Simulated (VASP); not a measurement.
# WS2 in VASP: further runs

The runs below take WS2 through single point, with PBEsol.

Everything below comes from runs of VASP 6.6.1. Logs are shortened: lines on timing, memory, paths and dates and some standing lists are left out, and cuts for length are marked.

### Step 1. The cell of the first run

The cell holds a slab with vacuum, 3 atoms: a = 3.146 Å, b = 3.146 Å, c = 16.953 Å, α = 90.00°, β = 90.00°, γ = 120.00°.

### Step 2. Single point, PBEsol (atom 1 (W) moved +0.300 Å along Cartesian [1 -1 0])

INCAR

```
SYSTEM = WS2
PREC = Accurate
ENCUT = 520
EDIFF = 1E-6
ISMEAR = 0
SIGMA = 0.05
LREAL = .False.
LASPH = .True.
NELM = 60
ALGO = Normal
ISIF = 2
LWAVE = .False.
LCHARG = .True.
GGA = PS
LELF = .True.
LVHAR = .True.
NBANDS = 20
```

KPOINTS

```
Automatic mesh
0
Gamma
  12 12 2
  0 0 0
```

POSCAR

```
WS2
1.0
    3.1457762098      0.0000000000      0.0000000000
   -1.5728881049      2.7243221123      0.0000000000
    0.0000000000      0.0000000000     16.9534209708
W S
1 2
Direct
    0.3618342632      0.5888006781      0.0000000000
    0.6666666667      0.3333333333      0.9075761480
    0.6666666667      0.3333333333      0.0924238520
```

Potentials or basis: VASP PAW PBE potentials, release 64 (W_sv, S).

Command:

```console
$ cat potpaw_PBE.64/W_sv/POTCAR potpaw_PBE.64/S/POTCAR > POTCAR
$ mpirun -np 1 vasp_std > vasp.out
```

OUTCAR:

```text
SYSTEM = WS2
   PREC = Accurate
   ENCUT = 520
   EDIFF = 1E-6
   ISMEAR = 0
   LREAL = .False.
   LASPH = .True.
   NELM = 60
   ISIF = 2
   GGA = PS

 ion  position               nearest neighbor table
   1  0.362  0.589  0.000-   2 2.19   3 2.19   2 2.48   3 2.48   2 2.57   3 2.57
   2  0.667  0.333  0.908-   1 2.19   1 2.48   1 2.57
   3  0.667  0.333  0.092-   1 2.19   1 2.48   1 2.57

  LATTYP: Found a hexagonal cell.
 ALAT       =     3.1457762098
 C/A-ratio  =     5.3892647919

  Lattice vectors:

 A1 = (   3.1457762098,   0.0000000000,   0.0000000000)
 A2 = (  -1.5728881049,   2.7243221123,   0.0000000000)
 A3 = (   0.0000000000,   0.0000000000,  16.9534209708)

Analysis of symmetry for initial positions (statically):
=====================================================================
 Subroutine PRICEL returns:
 Original cell was already a primitive cell.

 Routine SETGRP: Setting up the symmetry group for a
 hexagonal supercell.

 Subroutine GETGRP returns: Found  2 space group operations
 (whereof  2 operations were pure point group operations)
 out of a pool of 24 trial point group operations.

The static configuration has the point symmetry C_1h.

Analysis of symmetry for dynamics (positions and initial velocities):
=====================================================================
 Subroutine PRICEL returns:
 Original cell was already a primitive cell.

 Routine SETGRP: Setting up the symmetry group for a
 hexagonal supercell.

 Subroutine GETGRP returns: Found  2 space group operations
 (whereof  2 operations were pure point group operations)
 out of a pool of 24 trial point group operations.

The dynamic configuration has the point symmetry C_1h.

 Subroutine INISYM returns: Found  2 space group operations
 (whereof  2 operations are pure point group operations),
 and found     1 'primitive' translations

----------------------------------------------------------------------------------------

                                     Primitive cell

  volume of cell :     145.2926

  direct lattice vectors                    reciprocal lattice vectors
     3.145776210  0.000000000  0.000000000     0.317886567  0.183531895  0.000000000
    -1.572888105  2.724322112  0.000000000     0.000000000  0.367063790  0.000000000
     0.000000000  0.000000000 16.953420971     0.000000000  0.000000000  0.058985145

  length of vectors
     3.145776210  3.145776210 16.953420971     0.367063790  0.367063790  0.058985145

  position of ions in fractional coordinates (direct lattice)
     0.361834263  0.588800678  0.000000000
     0.666666667  0.333333333  0.907576148
     0.666666667  0.333333333  0.092423852

  ion indices of the primitive-cell ions
   primitive index   ion index
                 1           1
                 2           2
                 3           3

----------------------------------------------------------------------------------------

 KPOINTS: Automatic mesh

Automatic generation of k-mesh.
 Grid dimensions read from file:
 generate k-points for:   12   12    2

 Generating k-lattice:

  Cartesian coordinates                     Fractional coordinates (reciprocal lattice)
     0.026490547  0.015294325  0.000000000     0.083333333  0.000000000  0.000000000
     0.000000000  0.030588649  0.000000000     0.000000000  0.083333333  0.000000000
     0.000000000  0.000000000  0.029492573     0.000000000  0.000000000  0.500000000

  Length of vectors
     0.030588649  0.030588649  0.029492573

  Shift w.r.t. Gamma in fractional coordinates (k-lattice)
     0.000000000  0.000000000  0.000000000

 Subroutine IBZKPT returns following result:
 ===========================================

 Found    148 irreducible k-points:

 Following reciprocal coordinates:
            Coordinates               Weight
  0.000000  0.000000  0.000000      1.000000
  0.083333  0.000000  0.000000      2.000000
  0.000000  0.083333  0.000000      2.000000
 -0.083333  0.083333  0.000000      2.000000
  0.166667 -0.000000  0.000000      2.000000
  0.000000  0.166667  0.000000      2.000000
[... 16 lines left out ...]
  0.166667  0.083333  0.000000      2.000000
 -0.083333  0.250000  0.000000      2.000000
 [... further k-points ...]
   k-points           NKPTS =    148   k-points in BZ     NKDIM =    148   number of bands    NBANDS=     20
   number of dos      NEDOS =    301   number of ions     NIONS =      3
   total plane-waves  NPLWV =  72576
   dimension x,y,z NGX =    24 NGY =   24 NGZ =  126
   dimension x,y,z NGXF=    48 NGYF=   48 NGZF=  252
   ions per type =               1   2
   NGX,Y,Z   is equivalent  to a cutoff of  12.68, 12.68, 12.36 a.u.
   NGXF,Y,Z  is equivalent  to a cutoff of  25.37, 25.37, 24.71 a.u.
 SYSTEM =  WS2
   PREC   = accura    normal or accurate (medium, high low for compatibility)
   ISTART =      0    job   : 0-new  1-cont  2-samecut
   ICHARG =      2    charge: 1-file 2-atom 10-const
   ISPIN  =      1    spin polarized calculation?
   LNONCOLLINEAR =      F non collinear calculations
   LSORBIT =      F    spin-orbit coupling
   LASPH  =      T    aspherical Exc in radial PAW
   ENCUT  =  520.0 eV  38.22 Ry    6.18 a.u.   5.85  5.85 31.52*2*pi/ulx,y,z
   NELM   =     60;   NELMIN=  2; NELMDL= -5     # of ELM steps
   EDIFF  = 0.1E-05   stopping-criterion for ELM
   LREAL  =      F    real-space projection
[... 7 lines left out ...]
   TEBEG  =    0.0;   TEEND  =   0.0 temperature during run
   PSTRESS=    0.0 pullay stress
   NELECT =      26.0000    total number of electrons
   NUPDOWN=      -1.0000    fix difference up-down
   EMIN   =  10.00;   EMAX   =-10.00  energy-range for DOS
   EFERMI =   0.00;   METHOD = LEGACY
   ISMEAR =     0;   SIGMA  =   0.05  broadening in eV -4-tet -1-fermi 0-gaus
   EFERMI_NEDOS =   21; number of points for ismear=-14 and -15
   IALGO  =     38    algorithm
   IMIX   =      4    mixing-type and parameters
     AMIX     =   0.40;   BMIX     =  1.00
     AMIX_MAG =   1.60;   BMIX_MAG =  1.00
  volume/ion in A,a.u.               =      48.43       326.83
  Fermi-wavevector in a.u.,A,eV,Ry     =   0.922539  1.743346 11.579622  0.851078
  Thomas-Fermi vector in A             =   2.048077
   LORBIT       =      0    0 simple, 1 ext, 2 COOP (PROOUT), +10 PAW based schemes
   GGA     = PS    functional components
   LHFCALC =     F    Hartree Fock is set to
   AEXX    =    0.0000 exact exchange contribution
   IVDW    =     0    specifies the selected vdW correction
   LEPSILON=     F    determine dielectric tensor
   LRPA    =     F    only Hartree local field effects (RPA)
 non-spin polarized calculation
 Gauss-broadening in eV      SIGMA  =   0.05
  energy-cutoff  :      520.00
  volume of cell :      145.29
 maximum number of plane-waves:      3942
   NGX = 11   NGY = 11   NGZ = 63

 number of electron      25.9999998 magnetization

 Free energy of the ion-electron system (eV)
  ---------------------------------------------------
  ext. energy  EPLUGINS =         0.00000000
  ---------------------------------------------------
  free energy    TOTEN  =       -24.25207837 eV

  energy without entropy =      -24.25207837  energy(sigma->0) =      -24.25207837

 E-fermi :  -0.3794     XC(G=0):  -4.5964

 val. band max:       -0.7973896586   @ k =   0.5000   0.0000   0.5000
 cond. band min:       0.1840469896   @ k =   0.0000   0.0000   0.0000
 fundamental gap:      0.9814366482
 Fermi energy:        -0.3794196354

 k-point     1 :       0.0000    0.0000    0.0000
  band No.  band energies     occupation
      1     -74.9745      2.00000
      2     -39.3666      2.00000
      3     -39.1067      2.00000
      4     -39.0279      2.00000
      5     -16.0208      2.00000
      6     -14.3286      2.00000
[... 12 lines left out ...]
     19       4.4250      0.00000
     20       5.0555      0.00000

 k-point     2 :       0.0833    0.0000    0.0000
  band No.  band energies     occupation
      1     -74.9731      2.00000
      2     -39.3620      2.00000
      3     -39.1240      2.00000
      4     -39.0427      2.00000
      5     -15.9007      2.00000
      6     -14.2839      2.00000
[... 12 lines left out ...]
     19       4.5720      0.00000
     20       5.4031      0.00000

 k-point     3 :       0.0000    0.0833    0.0000
  band No.  band energies     occupation
      1     -74.9731      2.00000
      2     -39.3622      2.00000
      3     -39.1156      2.00000
      4     -39.0502      2.00000
      5     -15.9080      2.00000
      6     -14.2747      2.00000
[... 12 lines left out ...]
     19       4.5659      0.00000
     20       5.3665      0.00000

 k-point     4 :      -0.0833    0.0833    0.0000
  band No.  band energies     occupation
      1     -74.9731      2.00000
      2     -39.3615      2.00000
      3     -39.1335      2.00000
      4     -39.0347      2.00000
      5     -15.8906      2.00000
      6     -14.2991      2.00000
[... 12 lines left out ...]
     19       4.5730      0.00000
     20       5.3008      0.00000

 k-point     5 :       0.1667   -0.0000    0.0000
  band No.  band energies     occupation
      1     -74.9695      2.00000
      2     -39.3492      2.00000
      3     -39.1809      2.00000
      4     -39.0728      2.00000
      5     -15.5582      2.00000
      6     -14.1571      2.00000
[... 12 lines left out ...]
     19       5.0063      0.00000
     20       5.9186      0.00000
[... 353 lines left out ...]
      6     -14.2098      2.00000
[... 12 lines left out ...]
     19       4.8559      0.00000
     20       5.7287      0.00000

 k-point    22 :      -0.1667    0.0833    0.0000
  band No.  band energies     occupation
      1     -74.9705      2.00000
      2     -39.3522      2.00000
      3     -39.1810      2.00000
      4     -39.0487      2.00000
      5     -15.6435      2.00000
      6     -14.2365      2.00000
[... 12 lines left out ...]
     19       4.8749      0.00000
     20       5.7573      0.00000

 k-point    23 :       0.1667    0.0833    0.0000
  band No.  band energies     occupation
      1     -74.9664      2.00000
      2     -39.3395      2.00000
      3     -39.2041      2.00000
      4     -39.1203      2.00000
      5     -15.2742      2.00000
      6     -13.9893      2.00000
[... 12 lines left out ...]
     19       5.3653      0.00000
     20       6.3178      0.00000

 k-point    24 :      -0.0833    0.2500    0.0000
  band No.  band energies     occupation
      1     -74.9663      2.00000
      2     -39.3384      2.00000
      3     -39.2238      2.00000
      4     -39.1036      2.00000
      5     -15.2586      2.00000
      6     -14.0277      2.00000
[... 12 lines left out ...]
     19       5.4001      0.00000
     20       6.2603      0.00000

 [... further k-points ...]
[... 5 lines left out ...]
  --------------------------------------------------------------------------------------
  -------------------------------------------------------------------------------------
  Total        3.3607601     -0.1970320      4.0616416     -1.6601671      0.0000000      0.0000000
  in kB       37.0599198     -2.1727196     44.7887106    -18.3070671      0.0000000      0.0000000
  external PRESSURE =      26.5586369 kB  Pullay stress =       0.0000000 kB

 VOLUME and BASIS-vectors are now :
 -----------------------------------------------------------------------------
  energy-cutoff  :      520.00
  volume of cell :      145.29
      direct lattice vectors                 reciprocal lattice vectors
     3.145776210  0.000000000  0.000000000     0.317886567  0.183531895  0.000000000
    -1.572888105  2.724322112  0.000000000     0.000000000  0.367063790  0.000000000
     0.000000000  0.000000000 16.953420971     0.000000000  0.000000000  0.058985145

 POSITION                                       TOTAL-FORCE (eV/Angst)
 -----------------------------------------------------------------------------------
      0.21213      1.60408      0.00000        -4.903392      4.358311      0.000000
      1.57289      0.90811     15.38652         2.451696     -2.179155     -1.304412
      1.57289      0.90811      1.56690         2.451696     -2.179155      1.304412
 -----------------------------------------------------------------------------------
    total drift:                                0.000134      0.000044      0.000000

  FREE ENERGIE OF THE ION-ELECTRON SYSTEM (eV)
  ---------------------------------------------------
  free  energy   TOTEN  =       -24.2520783669 eV

  energy  without entropy=      -24.2520783669  energy(sigma->0) =      -24.25207837
```

Run time: 5 min. Hardware: 1 thread of Intel Xeon 6975P-C (Granite Rapids), shared host; peak memory 0.53 GiB.

What came out:

| Quantity | Value |
| --- | --- |
| Free energy | -24.2521 eV |
| Largest force | 6.560 eV/Å |
| Band gap on the k mesh | 0.98 eV (least direct gap 1.34 eV) |

Forces in eV/Å, atoms in the order of the input:
```
W   -4.903  4.358  0.000
S    2.452 -2.179 -1.304
S    2.452 -2.179  1.304
```

Caveat: the cell differs from its parent crystal (atom 1 (W) moved +0.300 Å along Cartesian [1 -1 0]); there is no dipole correction, which matters where the two faces differ; the PAW data sets were made with another functional, which shifts forces and pressure a little; spin-orbit coupling is left out, which moves the levels of the heavy elements.

(Part 1 of 2 ends here.)
